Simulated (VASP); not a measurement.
# Si8BO16 (a cell with a defect) in VASP: further runs

Si8BO16 (a cell with a defect) is run at these levels: LDA; tasks: single point.

All numbers are computed with VASP 6.6.1; they aren't measurements. Logs are shortened: lines on timing, memory, paths and dates and some standing lists are left out, and cuts for length are marked.

## Step 1: The cell of the first run

The cell holds a defect, 25 atoms: a = 7.041 Å, b = 7.041 Å, c = 6.950 Å, α = 90.00°, β = 90.00°, γ = 90.00°.

## Step 2: Single point, LDA, collinear spin, ferromagnetic start

INCAR reads:

```
SYSTEM = Si8BO16
ALGO = Normal ; EDIFF = 1E-6
ENCUT = 520 ; ISIF = 2
ISMEAR = -1 ; ISPIN = 2
LASPH = .TRUE. ; LCHARG = .TRUE.
LELF = .TRUE. ; LORBIT = 11
LREAL = Auto ; LVHAR = .TRUE.
LWAVE = .FALSE. ; MAGMOM = 0 0 0 0 0 0 0 0 0 0 0 0 0 0 0 0 0 0 0 0 0 0 0 0 1
NBANDS = 88 ; NELM = 150
PREC = Accurate ; SIGMA = 0.02
```

KPOINTS reads:

```
k-points
0
G
  1 1 1
  0 0 0
```

POSCAR reads:

```
Si8BO16
1.0
   -4.9790000000     -4.9790000000      0.0000000000
    4.9790000000     -4.9790000000      0.0000000000
    0.0000000000      0.0000000000      6.9500000000
Si O B
8 16 1
Direct
    0.2104635834      0.5065725375      0.0047973581
   -0.0012164232      0.1924323646      0.2267818319
    0.7946002189      0.5020081279      0.5235293578
    0.0142986429      0.7996899412      0.7568664214
    0.6983489332     -0.0100644025     -0.0050310125
    0.4993486114      0.7103200566      0.2636014745
    0.2766873835      0.0317508981      0.4999094667
    0.5014255120      0.2910198801      0.7518915871
    0.3283530729      0.5750273890      0.1899284843
    0.9482589870      0.3227837645      0.4378316033
    0.6936448488      0.4100642142      0.7059934461
    0.0696093445      0.6730437444      0.9393701859
    0.9293446922      0.6731516423      0.5816744397
    0.6549692550      0.5612420186      0.3546888036
    0.0699056525      0.3368975830      0.0691899160
    0.3495301499      0.4416433891      0.8335463772
    0.8025408605      0.0956758842      0.1737996870
    0.4326622391      0.8672547630      0.4119036752
    0.2023876468      0.8965754321      0.6778046125
    0.5412621182      0.1351424740      0.9159869141
    0.4435203890      0.1889485340      0.5546357276
    0.1586586516      0.0456364984      0.2898632480
    0.6014069989      0.7997506453      0.0743208099
    0.8511251054      0.9459856311      0.8272372692
    0.0673482258      0.2539764891      0.5908899152
```

Potentials or basis: VASP PAW LDA potentials, release 64 (Si, O, B).

Run with:

```bash
cat potpaw_LDA.64/Si/POTCAR potpaw_LDA.64/O/POTCAR potpaw_LDA.64/B/POTCAR > POTCAR
mpirun -np 1 vasp_gam > vasp.out
```

OUTCAR:

```text
SYSTEM = Si8BO16
   EDIFF = 1E-6
   ENCUT = 520
   ISIF = 2
   ISMEAR = -1
   ISPIN = 2
   LASPH = .TRUE.
   LORBIT = 11
   LREAL = Auto
   NELM = 150
   PREC = Accurate

 ion  position               nearest neighbor table
   1  0.210  0.507  0.005-  12 1.60   9 1.61  16 1.61  15 1.61   4 3.02   6 3.07   2 3.08   8 3.10

   2  0.999  0.192  0.227-  15 1.58  17 1.58  22 1.59  10 1.77  25 2.61   7 2.95   5 3.02   1 3.08

   3  0.795  0.502  0.524-  13 1.59  14 1.59  11 1.59  10 1.77  25 2.64   8 3.00   4 3.07   6 3.12

   4  0.014  0.800  0.757-  19 1.59  12 1.60  24 1.62  13 1.62   1 3.02   7 3.05   3 3.07   5 3.08

   5  0.698  0.990  0.995-  23 1.60  20 1.60  24 1.62  17 1.62   2 3.02   8 3.04   6 3.05   4 3.08

   6  0.499  0.710  0.264-  18 1.58   9 1.62  23 1.63  14 1.64   5 3.05   1 3.07   3 3.12
   7  0.277  0.032  0.500-  19 1.65  21 1.66  22 1.68  18 1.71  25 2.24   2 2.95   8 2.98   4 3.05

   8  0.501  0.291  0.752-  21 1.60  20 1.61  16 1.61  11 1.62   7 2.98   3 3.00   5 3.04   1 3.10

   9  0.328  0.575  0.190-   1 1.61   6 1.62
  10  0.948  0.323  0.438-  25 1.44   3 1.77   2 1.77
  11  0.694  0.410  0.706-   3 1.59   8 1.62
  12  0.070  0.673  0.939-   4 1.60   1 1.60
  13  0.929  0.673  0.582-   3 1.59   4 1.62
  14  0.655  0.561  0.355-   3 1.59   6 1.64
  15  0.070  0.337  0.069-   2 1.58   1 1.61
  16  0.350  0.442  0.834-   1 1.61   8 1.61
  17  0.803  0.096  0.174-   2 1.58   5 1.62
  18  0.433  0.867  0.412-   6 1.58   7 1.71
  19  0.202  0.897  0.678-   4 1.59   7 1.65
  20  0.541  0.135  0.916-   5 1.60   8 1.61
  21  0.444  0.189  0.555-   8 1.60   7 1.66
  22  0.159  0.046  0.290-   2 1.59   7 1.68
  23  0.601  0.800  0.074-   5 1.60   6 1.63
  24  0.851  0.946  0.827-   5 1.62   4 1.62
  25  0.067  0.254  0.591-  10 1.44   7 2.24   2 2.61   3 2.64

  LATTYP: Found a simple tetragonal cell.
 ALAT       =     7.0413693271
 C/A-ratio  =     0.9870239263

  Lattice vectors:

 A1 = (  -4.9790000000,  -4.9790000000,   0.0000000000)
 A2 = (   4.9790000000,  -4.9790000000,   0.0000000000)
 A3 = (   0.0000000000,   0.0000000000,   6.9500000000)

Analysis of symmetry for initial positions (statically):
=====================================================================
 Subroutine PRICEL returns:
 Original cell was already a primitive cell.

 Routine SETGRP: Setting up the symmetry group for a
 simple tetragonal supercell.

 Subroutine GETGRP returns: Found  1 space group operations
 (whereof  1 operations were pure point group operations)
 out of a pool of 16 trial point group operations.

The static configuration has the point symmetry C_1 .

Analysis of symmetry for dynamics (positions and initial velocities):
=====================================================================
 Subroutine PRICEL returns:
 Original cell was already a primitive cell.

 Routine SETGRP: Setting up the symmetry group for a
 simple tetragonal supercell.

 Subroutine GETGRP returns: Found  1 space group operations
 (whereof  1 operations were pure point group operations)
 out of a pool of 16 trial point group operations.

The dynamic configuration has the point symmetry C_1 .

Analysis of structural, dynamic, and magnetic symmetry:
=====================================================================
 Subroutine PRICEL returns:
 Original cell was already a primitive cell.

 Routine SETGRP: Setting up the symmetry group for a
 simple tetragonal supercell.

 Subroutine GETGRP returns: Found  1 space group operations
 (whereof  1 operations were pure point group operations)
 out of a pool of 16 trial point group operations.

The overall configuration has the point symmetry C_1 .

 Subroutine INISYM returns: Found  1 space group operations
 (whereof  1 operations are pure point group operations),
 and found     1 'primitive' translations

----------------------------------------------------------------------------------------

                                     Primitive cell

  volume of cell :     344.5871

  direct lattice vectors                    reciprocal lattice vectors
    -4.979000000 -4.979000000  0.000000000    -0.100421771 -0.100421771  0.000000000
     4.979000000 -4.979000000  0.000000000     0.100421771 -0.100421771  0.000000000
     0.000000000  0.000000000  6.950000000     0.000000000  0.000000000  0.143884892

  length of vectors
     7.041369327  7.041369327  6.950000000     0.142017831  0.142017831  0.143884892

  position of ions in fractional coordinates (direct lattice)
     0.210463583  0.506572537  0.004797358
     0.998783577  0.192432365  0.226781832
     0.794600219  0.502008128  0.523529358
     0.014298643  0.799689941  0.756866421
     0.698348933  0.989935598  0.994968988
     0.499348611  0.710320057  0.263601474
[... 17 lines left out ...]
     0.851125105  0.945985631  0.827237269
     0.067348226  0.253976489  0.590889915

  ion indices of the primitive-cell ions
   primitive index   ion index
                 1           1
                 2           2
                 3           3
                 4           4
                 5           5
                 6           6
[... 17 lines left out ...]
                24          24
                25          25

----------------------------------------------------------------------------------------

 KPOINTS: k-points

Automatic generation of k-mesh.
 Grid dimensions read from file:
 generate k-points for:    1    1    1

 Generating k-lattice:

  Cartesian coordinates                     Fractional coordinates (reciprocal lattice)
    -0.100421771 -0.100421771  0.000000000     1.000000000  0.000000000  0.000000000
     0.100421771 -0.100421771  0.000000000     0.000000000  1.000000000  0.000000000
     0.000000000  0.000000000  0.143884892     0.000000000  0.000000000  1.000000000

  Length of vectors
     0.142017831  0.142017831  0.143884892

  Shift w.r.t. Gamma in fractional coordinates (k-lattice)
     0.000000000  0.000000000  0.000000000

 Subroutine IBZKPT returns following result:
 ===========================================

 Found      1 irreducible k-points:

 Following reciprocal coordinates:
            Coordinates               Weight
  0.000000  0.000000  0.000000      1.000000
[... 6 lines left out ...]
   NGX,Y,Z   is equivalent  to a cutoff of  12.75, 12.75, 12.92 a.u.
   NGXF,Y,Z  is equivalent  to a cutoff of  25.50, 25.50, 25.83 a.u.
 SYSTEM =  Si8BO16
   PREC   = accura    normal or accurate (medium, high low for compatibility)
   ISTART =      0    job   : 0-new  1-cont  2-samecut
   ICHARG =      2    charge: 1-file 2-atom 10-const
   ISPIN  =      2    spin polarized calculation?
   LNONCOLLINEAR =      F non collinear calculations
   LSORBIT =      F    spin-orbit coupling
   LASPH  =      T    aspherical Exc in radial PAW
   ENCUT  =  520.0 eV  38.22 Ry    6.18 a.u.  13.09 13.09 12.92*2*pi/ulx,y,z
   NELM   =    150;   NELMIN=  2; NELMDL= -5     # of ELM steps
   EDIFF  = 0.1E-05   stopping-criterion for ELM
   LREAL  =      T    real-space projection
   EDIFFG = 0.1E-04   stopping-criterion for IOM
   NSW    =      0    number of steps for IOM
   IBRION =     -1    ionic relax: 0-MD 1-quasi-New 2-CG
   NFREE  =      0    steps in history (QN), initial steepest desc. (CG)
   ISIF   =      2    stress and relaxation
   ISYM   =      2    0-nonsym 1-usesym 2-fastsym
   POTIM  = 0.5000    time-step for ionic-motion
   TEBEG  =    0.0;   TEEND  =   0.0 temperature during run
   PSTRESS=    0.0 pullay stress
   NELECT =     131.0000    total number of electrons
   NUPDOWN=      -1.0000    fix difference up-down
   EMIN   =  10.00;   EMAX   =-10.00  energy-range for DOS
   EFERMI =   0.00;   METHOD = LEGACY
   ISMEAR =    -1;   SIGMA  =   0.02  broadening in eV -4-tet -1-fermi 0-gaus
   EFERMI_NEDOS =   21; number of points for ismear=-14 and -15
   IALGO  =     38    algorithm
   IMIX   =      4    mixing-type and parameters
     AMIX     =   0.40;   BMIX     =  1.00
     AMIX_MAG =   1.60;   BMIX_MAG =  1.00
  volume/ion in A,a.u.               =      13.78        93.02
  Fermi-wavevector in a.u.,A,eV,Ry     =   1.185948  2.241116 19.136216  1.406472
  Thomas-Fermi vector in A             =   2.322131
   LORBIT       =     11    0 simple, 1 ext, 2 COOP (PROOUT), +10 PAW based schemes
   GGA     = CA    functional components
   LHFCALC =     F    Hartree Fock is set to
   AEXX    =    0.0000 exact exchange contribution
   IVDW    =     0    specifies the selected vdW correction
   LEPSILON=     F    determine dielectric tensor
   LRPA    =     F    only Hartree local field effects (RPA)
 spin polarized calculation
  energy-cutoff  :      520.00
  volume of cell :      344.59
 maximum number of plane-waves:      4633
 NGX is ok and might be reduce to    54
   NGX = 27   NGY = 27   NGZ = 25

 number of electron     130.9999989 magnetization       1.0000000

 Free energy of the ion-electron system (eV)
  ---------------------------------------------------
  ext. energy  EPLUGINS =         0.00000000
  ---------------------------------------------------
  free energy    TOTEN  =      -208.81687238 eV

  energy without entropy =     -208.81687238  energy(sigma->0) =     -208.81687238

 E-fermi :   4.2245     XC(G=0):  -9.2078

 val. band max:        3.7138923966   @ k =   0.0000   0.0000   0.0000
 cond. band min:       4.8332645557   @ k =   0.0000   0.0000   0.0000
 fundamental gap:      1.1193721590
 Fermi energy:         4.2245285333

 spin component 1

 k-point     1 :       0.0000    0.0000    0.0000
  band No.  band energies     occupation
      1     -20.1307      1.00000
      2     -18.9063      1.00000
      3     -18.4485      1.00000
      4     -18.2267      1.00000
      5     -18.1801      1.00000
      6     -18.0067      1.00000
[... 69 lines left out ...]
     76       9.2304      0.00000
     77       9.3047      0.00000
 Fermi energy:         4.2245285333

 spin component 2

 k-point     1 :       0.0000    0.0000    0.0000
  band No.  band energies     occupation
      1     -20.0643      1.00000
      2     -18.8946      1.00000
      3     -18.4356      1.00000
      4     -18.2224      1.00000
      5     -18.1701      1.00000
      6     -18.0034      1.00000
[... 69 lines left out ...]
     76       9.2530      0.00000
     77       9.3273      0.00000
 [bands above 77 left out]

------------------------ aborting loop because EDIFF is reached ----------------------------------------

  FORCE on cell =-STRESS in cart. coord.  units (eV):
  Direction    XX          YY          ZZ          XY          YZ          ZX
  --------------------------------------------------------------------------------------
  -------------------------------------------------------------------------------------
  Total       -4.3178565      3.7052021      2.3970807      0.2188352      0.1845648     -4.1760343
  in kB      -20.0761176     17.2275463     11.1453620      1.0174869      0.8581443    -19.4167076
  external PRESSURE =       2.7655969 kB  Pullay stress =       0.0000000 kB

 VOLUME and BASIS-vectors are now :
 -----------------------------------------------------------------------------
  energy-cutoff  :      520.00
  volume of cell :      344.59
      direct lattice vectors                 reciprocal lattice vectors
    -4.979000000 -4.979000000  0.000000000    -0.100421771 -0.100421771  0.000000000
     4.979000000 -4.979000000  0.000000000     0.100421771 -0.100421771  0.000000000
     0.000000000  0.000000000  6.950000000     0.000000000  0.000000000  0.143884892

 POSITION                                       TOTAL-FORCE (eV/Angst)
 -----------------------------------------------------------------------------------
      1.47433     -3.57012      0.03334         0.032196      0.036167      0.012043
     -4.01482     -5.93106      1.57613         0.068243      0.043543      0.017811
     -1.45682     -6.45581      3.63853        -0.041318     -0.001230     -0.011471
      3.91046     -4.05285      5.26022         0.000709      0.037010     -0.016225
      1.45181     -8.40597      6.91503         0.032906      0.002662      0.034672
      1.05043     -6.02294      1.83203        -0.061722      0.006707     -0.020930
[... 17 lines left out ...]
      0.47231     -8.94781      5.74930         0.018354     -0.006927     -0.023718
      0.92922     -1.59988      4.10668        -0.054077      0.008805      0.066463
 -----------------------------------------------------------------------------------
    total drift:                                0.018057     -0.015671      0.008369

  FREE ENERGIE OF THE ION-ELECTRON SYSTEM (eV)
  ---------------------------------------------------
  free  energy   TOTEN  =      -208.8168723782 eV

  energy  without entropy=     -208.8168723782  energy(sigma->0) =     -208.81687238

 total charge

# of ion       s       p       d       tot
------------------------------------------
    1        0.654   1.030   0.000   1.684
    2        0.668   1.028   0.000   1.696
    3        0.655   1.007   0.000   1.662
    4        0.658   1.037   0.000   1.695
    5        0.655   1.026   0.000   1.681
    6        0.648   1.011   0.000   1.659
[... 17 lines left out ...]
   24        1.539   3.679   0.000   5.218
   25        0.794   0.913   0.000   1.707
--------------------------------------------------
tot         30.698  67.871   0.000  98.569

 magnetization (x)

# of ion       s       p       d       tot
------------------------------------------
    1        0.000   0.000   0.000   0.000
    2        0.007   0.013   0.000   0.021
    3        0.001   0.003   0.000   0.004
    4       -0.000   0.001   0.000   0.001
    5        0.001   0.000   0.000   0.001
    6       -0.000   0.000   0.000   0.000
[... 17 lines left out ...]
   24        0.000   0.001   0.000   0.001
   25        0.038   0.330   0.000   0.368
--------------------------------------------------
tot          0.066   0.457   0.000   0.523
```

Run time: 47 s. Hardware: 1 thread of AMD EPYC 9R45 (Zen 5), shared host; peak memory 0.29 GiB.

Results:

| Item | Value |
| --- | --- |
| Free energy | -208.8169 eV |
| Pressure | 0.3 GPa |
| Largest force | 0.086 eV/Å |
| Band gap on the k mesh | 1.12 eV |
| Net moment | 1.00 μB per cell |
| Site moments | Si +0.00, +0.02, +0.03; O +0.00, +0.01, -0.00, +0.04; B +0.37 μB |
| Valence electrons inside the program's atomic spheres | Si 1.68, 1.70, 1.66, 1.56, 1.69; O 5.23, 5.19, 5.24, 5.22, 5.20; B 1.71 |

Forces on the atoms (eV/Å):
```
Si   0.032  0.036  0.012
Si   0.068  0.044  0.018
Si  -0.041 -0.001 -0.011
Si   0.001  0.037 -0.016
Si   0.033  0.003  0.035
Si  -0.062  0.007 -0.021
Si  -0.020 -0.051 -0.017
Si   0.015 -0.022  0.022
O   -0.004  0.027  0.023
O   -0.019 -0.048 -0.039
O   -0.008  0.001  0.034
O    0.013  0.010 -0.003
O    0.000 -0.045  0.008
O    0.025 -0.006 -0.026
O   -0.002 -0.021 -0.012
O    0.025  0.001 -0.004
O   -0.003  0.019 -0.008
O    0.027 -0.013  0.029
O    0.014 -0.045 -0.011
O    0.010  0.016  0.003
O    0.012  0.012 -0.064
O   -0.069  0.016  0.011
O   -0.013  0.023 -0.002
O    0.018 -0.007 -0.024
B   -0.054  0.009  0.066
```

Stress tensor (GPa, compression positive):
```
-2.01  0.10 -1.94
 0.10  1.72  0.09
-1.94  0.09  1.11
```

Caveat: the k points lie up to 0.90 Å⁻¹ apart.

## Step 3: Single point, LDA, collinear spin, ferromagnetic start

INCAR reads:

```
  ALGO = Normal
  EDIFF = 1E-6
  ENCUT = 520
  ISIF = 2
  ISMEAR = -1
  ISPIN = 2
  LASPH = T
  LCHARG = T
  LELF = T
  LORBIT = 11
  LREAL = Auto
  LVHAR = T
  LWAVE = F
  MAGMOM = 0 0 0 0 0 0 0 0 0 0 0 0 0 0 0 0 0 0 0 0 0 0 0 0 1
  NBANDS = 88
  NELM = 150
  PREC = Accurate
  SIGMA = 0.02
```

KPOINTS reads:

```
k-points
0
Gamma
  1 1 1
```

POSCAR reads:

```
Si8BO16
1.0
   -4.9790000000     -4.9790000000      0.0000000000
    4.9790000000     -4.9790000000      0.0000000000
    0.0000000000      0.0000000000      6.9500000000
Si O B
8 16 1
Direct
    0.2472283591      0.5142900181     -0.0424604317
    0.0198132155      0.2163587066      0.2325035971
    0.7736794537      0.5461237196      0.5625611511
    0.0355091384      0.8350471982      0.7503741007
    0.7380096405      0.0071399879      0.0111079137
    0.5376682065      0.7244527013      0.2508345324
    0.2905201848      0.0406909018      0.4624316547
    0.4894155453      0.2830889737      0.7326043165
    0.3825969070      0.5760694919      0.1143597122
    0.9210082346      0.3602329785      0.5506906475
    0.5956517373      0.4661478208      0.6787625899
    0.1775657763      0.7168909420      0.8714820144
    0.9070596505      0.7215203856      0.5942877698
    0.6635368548      0.5682767624      0.3616115108
    0.1001606748      0.3579232778      0.0745755396
    0.2880397670      0.3849467765      0.7492661871
    0.8077023499      0.1652641093      0.1895395683
    0.3920867644      0.8298252661      0.3767769784
    0.1583350070      0.9858907411      0.6162877698
    0.5618096003      0.1340931914      0.9111942446
    0.4695019080      0.1862723438      0.5066618705
    0.1272645109     -0.0175035148      0.2716115108
    0.6406607753      0.8234283993      0.0821294964
    0.9074010846      0.9807692308      0.8535827338
    0.0647017473      0.2527716409      0.4695251799
```

Potentials or basis: VASP PAW LDA potentials, release 64 (Si, O, B).

Run with:

```bash
cat potpaw_LDA.64/Si/POTCAR potpaw_LDA.64/O/POTCAR potpaw_LDA.64/B/POTCAR > POTCAR
mpirun -np 1 vasp_gam > vasp.out
```

Run time: 48 s. Hardware: 1 thread of AMD EPYC 9R45 (Zen 5), shared host; peak memory 0.29 GiB.

It converged, with:

```
Free energy                                           : -202.4303 eV
Pressure                                              : 4.2 GPa
Largest force                                         : 8.639 eV/Å
Band gap on the k mesh                                : 0.81 eV
Net moment                                            : 1.00 μB per cell
Site moments                                          : Si +0.00, +0.08, +0.01, +0.03; O +0.00, +0.06, -0.00, +0.01, +0.05, +0.04, +0.03; B +0.30 μB
Valence electrons inside the program's atomic spheres : Si 1.64, 1.83, 1.69, 1.75, 1.62, 1.71, 1.68, 1.67; O 5.22, 5.16, 5.29, 5.25, 5.24, 5.23, 5.18, 5.17, 5.20, 5.32, 5.12, 5.00, 5.31; B 2.03
```

Forces on the atoms (eV/Å):
```
Si  -0.276  4.075 -1.575
Si  -4.480  1.358 -5.271
Si  -2.266  2.097 -1.833
Si  -0.328 -1.580 -3.338
Si   3.864 -4.141 -0.080
Si  -1.083  5.824 -0.426
Si  -2.653 -1.780 -8.026
Si  -2.450  3.134 -0.900
O   -1.871 -3.767  2.825
O   -1.352 -0.490  0.584
O   -0.373 -4.592  1.586
O   -0.555  1.065  0.562
O    0.401 -0.512  1.194
O    0.256 -1.298 -0.984
O    0.664 -2.064 -1.884
O    1.806  0.559  3.738
O    0.208  3.970 -2.786
O    1.155 -2.026  2.439
O    0.713  4.771  7.135
O    0.714 -0.779 -2.020
O   -0.696  1.042  1.804
O    3.088 -2.761 -0.949
O   -1.050 -0.936 -0.953
O    2.526  1.000  2.633
B    4.038 -2.166  6.523
```

Stress tensor (GPa, compression positive):
```
0.12 4.27 1.95
4.27 4.46 4.18
1.95 4.18 8.10
```

Levels at points of the mesh, in eV from the valence-band top:
Spin up:
| k point | band 64 | band 65 | band 66 | band 67 | band 68 | band 69 |
| --- | --- | --- | --- | --- | --- | --- |
| (0.00, 0.00, 0.00) | -2.55 | -1.86 | 0.00 | 1.86 | 1.95 | 3.89 |
Spin down:
| k point | band 62 | band 63 | band 64 | band 65 | band 66 | band 67 | band 68 | band 69 |
| --- | --- | --- | --- | --- | --- | --- | --- | --- |
| (0.00, 0.00, 0.00) | -3.14 | -2.87 | -2.46 | -1.72 | 0.81 | 1.98 | 2.16 | 4.00 |

Caveat: the k points lie up to 0.90 Å⁻¹ apart.
